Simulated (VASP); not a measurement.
# BeTe (F-43m) in VASP: density of states with PBE

Aim: the density of states of BeTe with PBE.

Program: VASP 6.6.1. These are calculated values, not measurements. Logs are shortened: lines on timing, memory, paths and dates and some standing lists are left out, and cuts for length are marked.

## 1. The cell of the first run

Symmetry: F-43m, No. 216, cubic system. Conventional cell: a = 5.581 Å, b = 5.581 Å, c = 5.581 Å, α = 90.00°, β = 90.00°, γ = 90.00°. Within 3.2 Å of Be (site symmetry -43m) lie 4 Te at 2.42 Å. Within 3.2 Å of Te (site symmetry -43m) lie 4 Be at 2.42 Å.

## 2. Density of states, PBE

The input, POSCAR:

```
BeTe
1.0
    0.0000000000      2.7905210000      2.7905210000
    2.7905210000      0.0000000000      2.7905210000
    2.7905210000      2.7905210000      0.0000000000
Be Te
1 1
Direct
    0.0000000000      0.0000000000      0.0000000000
    0.2500000000      0.2500000000      0.2500000000
```

The input, INCAR.step1:

```
PREC = Accurate
ENCUT = 520
EDIFF = 1E-6
ISMEAR = -1
SIGMA = 0.1
LREAL = False
LASPH = True
NELM = 120
ALGO = Normal
ISIF = 2
LWAVE = False
LCHARG = True
GGA = PE
NBANDS = 11
GGA_COMPAT = False
NEDOS = 2001
LORBIT = 11
```

The input, KPOINTS.step1:

```
regular mesh
0
Gamma
  8 8 8
```

The input, INCAR.step2:

```
PREC = Accurate
ENCUT = 520
EDIFF = 1E-6
ISMEAR = -5
SIGMA = 0.1
LREAL = False
LASPH = True
NELM = 120
ALGO = Normal
ISIF = 2
LWAVE = False
LCHARG = False
GGA = PE
LORBIT = 11
NEDOS = 1001
ICHARG = 11
GGA_COMPAT = False
```

The input, KPOINTS.step2:

```
regular mesh
0
Gamma
  12 12 12
```

Potentials or basis: VASP PAW PBE potentials, release 64 (Be, Te).

Started as:

```bash
cat potpaw_PBE.64/Be/POTCAR potpaw_PBE.64/Te/POTCAR > POTCAR
cp INCAR.step1 INCAR
cp KPOINTS.step1 KPOINTS
mpirun -np 1 vasp_std > vasp.out
cp INCAR.step2 INCAR
cp KPOINTS.step2 KPOINTS
mpirun -np 1 vasp_std > vasp.out
```

OUTCAR:

```text
PREC = Accurate
   ENCUT = 520
   EDIFF = 1E-6
   ISMEAR = -5
   LREAL = False
   LASPH = True
   NELM = 120
   ISIF = 2
   GGA = PE
   LORBIT = 11
   ICHARG = 11

 ion  position               nearest neighbor table
   1  0.000  0.000  0.000-   2 2.42   2 2.42   2 2.42   2 2.42
   2  0.250  0.250  0.250-   1 2.42   1 2.42   1 2.42   1 2.42

  LATTYP: Found a face centered cubic cell.
 ALAT       =     5.5810420000

  Lattice vectors:

 A1 = (   0.0000000000,   2.7905210000,   2.7905210000)
 A2 = (   2.7905210000,   0.0000000000,   2.7905210000)
 A3 = (   2.7905210000,   2.7905210000,   0.0000000000)

Analysis of symmetry for initial positions (statically):
=====================================================================
 Subroutine PRICEL returns:
 Original cell was already a primitive cell.

 Routine SETGRP: Setting up the symmetry group for a
 face centered cubic supercell.

 Subroutine GETGRP returns: Found 24 space group operations
 (whereof 24 operations were pure point group operations)
 out of a pool of 48 trial point group operations.

The static configuration has the point symmetry T_d .

Analysis of symmetry for dynamics (positions and initial velocities):
=====================================================================
 Subroutine PRICEL returns:
 Original cell was already a primitive cell.

 Routine SETGRP: Setting up the symmetry group for a
 face centered cubic supercell.

 Subroutine GETGRP returns: Found 24 space group operations
 (whereof 24 operations were pure point group operations)
 out of a pool of 48 trial point group operations.

The dynamic configuration has the point symmetry T_d .

 Subroutine INISYM returns: Found 24 space group operations
 (whereof 24 operations are pure point group operations),
 and found     1 'primitive' translations

----------------------------------------------------------------------------------------

                                     Primitive cell

  volume of cell :      43.4596

  direct lattice vectors                    reciprocal lattice vectors
     0.000000000  2.790521000  2.790521000    -0.179178010  0.179178010  0.179178010
     2.790521000  0.000000000  2.790521000     0.179178010 -0.179178010  0.179178010
     2.790521000  2.790521000  0.000000000     0.179178010  0.179178010 -0.179178010

  length of vectors
     3.946392644  3.946392644  3.946392644     0.310345417  0.310345417  0.310345417

  position of ions in fractional coordinates (direct lattice)
     0.000000000  0.000000000  0.000000000
     0.250000000  0.250000000  0.250000000

  ion indices of the primitive-cell ions
   primitive index   ion index
                 1           1
                 2           2

----------------------------------------------------------------------------------------

 KPOINTS: regular mesh

Automatic generation of k-mesh.
 Grid dimensions read from file:
 generate k-points for:   12   12   12

 Generating k-lattice:

  Cartesian coordinates                     Fractional coordinates (reciprocal lattice)
    -0.014931501  0.014931501  0.014931501     0.083333333  0.000000000  0.000000000
     0.014931501 -0.014931501  0.014931501     0.000000000  0.083333333  0.000000000
     0.014931501  0.014931501 -0.014931501     0.000000000  0.000000000  0.083333333

  Length of vectors
     0.025862118  0.025862118  0.025862118

  Shift w.r.t. Gamma in fractional coordinates (k-lattice)
     0.000000000  0.000000000  0.000000000

 TETIRR: Found    247 inequivalent tetrahedra from    10368

 Subroutine IBZKPT returns following result:
 ===========================================

 Found     72 irreducible k-points:

 Following reciprocal coordinates:
            Coordinates               Weight
  0.000000  0.000000  0.000000      1.000000
  0.083333  0.000000  0.000000      8.000000
  0.166667  0.000000  0.000000      8.000000
  0.250000  0.000000  0.000000      8.000000
  0.333333  0.000000  0.000000      8.000000
  0.416667  0.000000  0.000000      8.000000
[... 16 lines left out ...]
  0.500000  0.166667  0.000000     24.000000
 -0.416667  0.166667  0.000000     24.000000
 [... further k-points ...]
   k-points           NKPTS =     72   k-points in BZ     NKDIM =     72   number of bands    NBANDS=      8
   number of dos      NEDOS =   1001   number of ions     NIONS =      2
   total plane-waves  NPLWV =  27000
   dimension x,y,z NGX =    30 NGY =   30 NGZ =   30
   dimension x,y,z NGXF=    60 NGYF=   60 NGZF=   60
   ions per type =               1   1
   NGX,Y,Z   is equivalent  to a cutoff of  12.64, 12.64, 12.64 a.u.
   NGXF,Y,Z  is equivalent  to a cutoff of  25.28, 25.28, 25.28 a.u.
 SYSTEM =  unknown system
   PREC   = accura    normal or accurate (medium, high low for compatibility)
   ISTART =      0    job   : 0-new  1-cont  2-samecut
   ICHARG =     11    charge: 1-file 2-atom 10-const
   ISPIN  =      1    spin polarized calculation?
   LNONCOLLINEAR =      F non collinear calculations
   LSORBIT =      F    spin-orbit coupling
   LASPH  =      T    aspherical Exc in radial PAW
   ENCUT  =  520.0 eV  38.22 Ry    6.18 a.u.   7.34  7.34  7.34*2*pi/ulx,y,z
   NELM   =    120;   NELMIN=  2; NELMDL=  0     # of ELM steps
   EDIFF  = 0.1E-05   stopping-criterion for ELM
   LREAL  =      F    real-space projection
   EDIFFG = 0.1E-04   stopping-criterion for IOM
   NSW    =      0    number of steps for IOM
   IBRION =     -1    ionic relax: 0-MD 1-quasi-New 2-CG
   NFREE  =      0    steps in history (QN), initial steepest desc. (CG)
   ISIF   =      2    stress and relaxation
   ISYM   =      2    0-nonsym 1-usesym 2-fastsym
   POTIM  = 0.5000    time-step for ionic-motion
   TEBEG  =    0.0;   TEEND  =   0.0 temperature during run
   PSTRESS=    0.0 pullay stress
   NELECT =       8.0000    total number of electrons
   NUPDOWN=      -1.0000    fix difference up-down
   EMIN   =  10.00;   EMAX   =-10.00  energy-range for DOS
   EFERMI =   0.00;   METHOD = LEGACY
   ISMEAR =    -5;   SIGMA  =   0.10  broadening in eV -4-tet -1-fermi 0-gaus
   EFERMI_NEDOS =   21; number of points for ismear=-14 and -15
   IALGO  =     38    algorithm
   IMIX   =      4    mixing-type and parameters
     AMIX     =   0.40;   BMIX     =  1.00
     AMIX_MAG =   1.60;   BMIX_MAG =  1.00
  volume/ion in A,a.u.               =      21.73       146.64
  Fermi-wavevector in a.u.,A,eV,Ry     =   0.931271  1.759847 11.799872  0.867266
  Thomas-Fermi vector in A             =   2.057747
   LORBIT       =     11    0 simple, 1 ext, 2 COOP (PROOUT), +10 PAW based schemes
   GGA     = PE    functional components
   LHFCALC =     F    Hartree Fock is set to
   AEXX    =    0.0000 exact exchange contribution
   IVDW    =     0    specifies the selected vdW correction
   LEPSILON=     F    determine dielectric tensor
   LRPA    =     F    only Hartree local field effects (RPA)
 non-spin polarized calculation
 Fermi weights with tetrahedron method with Bloechl corrections
  energy-cutoff  :      520.00
  volume of cell :       43.46
 maximum number of plane-waves:      1211
 NGX is ok and might be reduce to    30

 number of electron       7.9999999 magnetization

 Free energy of the ion-electron system (eV)
  ---------------------------------------------------
  ext. energy  EPLUGINS =         0.00000000
  ---------------------------------------------------
  free energy    TOTEN  =        -7.60672546 eV

  energy without entropy =       -7.60672546  energy(sigma->0) =       -7.60672546

 E-fermi :   5.4085     XC(G=0):  -9.1669

 val. band max:        5.4065364855   @ k =   0.0000   0.0000   0.0000
 cond. band min:       7.3113187147   @ k =   0.5000   0.5000   0.0000
 fundamental gap:      1.9047822292
 Fermi energy:         5.4085200596

 k-point     1 :       0.0000    0.0000    0.0000
  band No.  band energies     occupation
      1      -7.0745      2.00000
      2       5.4065      2.00000
      3       5.4065      2.00000
      4       5.4065      2.00000
      5       8.9913      0.00000
      6       8.9913      0.00000
      7       8.9913      0.00000
      8       9.4295      0.00000

 k-point     2 :       0.0833    0.0000    0.0000
  band No.  band energies     occupation
      1      -7.0056      2.00000
      2       4.7040      2.00000
      3       5.2871      2.00000
      4       5.2871      2.00000
      5       9.0325      0.00000
      6       9.1650      0.00000
      7       9.1650      0.00000
      8      10.0452      0.00000

 k-point     3 :       0.1667    0.0000    0.0000
  band No.  band energies     occupation
      1      -6.8050      2.00000
      2       3.3589      2.00000
      3       5.0087      2.00000
      4       5.0087      2.00000
      5       8.9259      0.00000
      6       9.5541      0.00000
      7       9.5541      0.00000
      8      11.3520      0.00000
[... 210 lines left out ...]
 k-point    23 :       0.5000    0.1667    0.0000
  band No.  band energies     occupation
      1      -5.5570      2.00000
      2       0.0691      2.00000
      3       3.0366      2.00000
      4       3.7136      2.00000
      5       8.8126      0.00000
      6      10.6044      0.00000
      7      11.1366      0.00000
      8      12.6447      0.00000

 k-point    24 :      -0.4167    0.1667    0.0000
  band No.  band energies     occupation
      1      -5.5172      2.00000
      2      -0.0119      2.00000
      3       2.8317      2.00000
      4       3.8839      2.00000
      5       8.9586      0.00000
      6      10.5773      0.00000
      7      10.8960      0.00000
      8      13.6312      0.00000

 [... further k-points ...]

------------------------ aborting loop because EDIFF is reached ----------------------------------------

  FORCE on cell =-STRESS in cart. coord.  units (eV):
  Direction    XX          YY          ZZ          XY          YZ          ZX
  --------------------------------------------------------------------------------------
  -------------------------------------------------------------------------------------
  Total        0.7790083      0.7790083      0.7790083      0.0000000      0.0000000      0.0000000
  in kB       28.7188323     28.7188323     28.7188323      0.0000000      0.0000000      0.0000000
  external PRESSURE =      28.7188323 kB  Pullay stress =       0.0000000 kB

 VOLUME and BASIS-vectors are now :
 -----------------------------------------------------------------------------
  energy-cutoff  :      520.00
  volume of cell :       43.46
      direct lattice vectors                 reciprocal lattice vectors
     0.000000000  2.790521000  2.790521000    -0.179178010  0.179178010  0.179178010
     2.790521000  0.000000000  2.790521000     0.179178010 -0.179178010  0.179178010
     2.790521000  2.790521000  0.000000000     0.179178010  0.179178010 -0.179178010

 POSITION                                       TOTAL-FORCE (eV/Angst)
 -----------------------------------------------------------------------------------
      0.00000      0.00000      0.00000        -0.000000     -0.000000     -0.000000
      1.39526      1.39526      1.39526         0.000000      0.000000      0.000000
 -----------------------------------------------------------------------------------
    total drift:                                0.000000      0.000000      0.000000

  FREE ENERGIE OF THE ION-ELECTRON SYSTEM (eV)
  ---------------------------------------------------
  free  energy   TOTEN  =        -7.6067254631 eV

  energy  without entropy=       -7.6067254631  energy(sigma->0) =       -7.60672546

 total charge

# of ion       s       p       d       tot
------------------------------------------
    1        0.380   0.594   0.000   0.974
    2        1.331   2.155   0.036   3.522
--------------------------------------------------
tot          1.712   2.748   0.036   4.496
```

It took 14 s on 1 thread of Intel Xeon 6975P-C (Granite Rapids), shared host; peak memory 0.17 GiB.

Results:

| Quantity | Value |
| --- | --- |
| Valence electrons inside the program's atomic spheres | Be 0.97; Te 3.52 |

Caveat: spin-orbit coupling is left out, which moves the levels of the heavy elements.
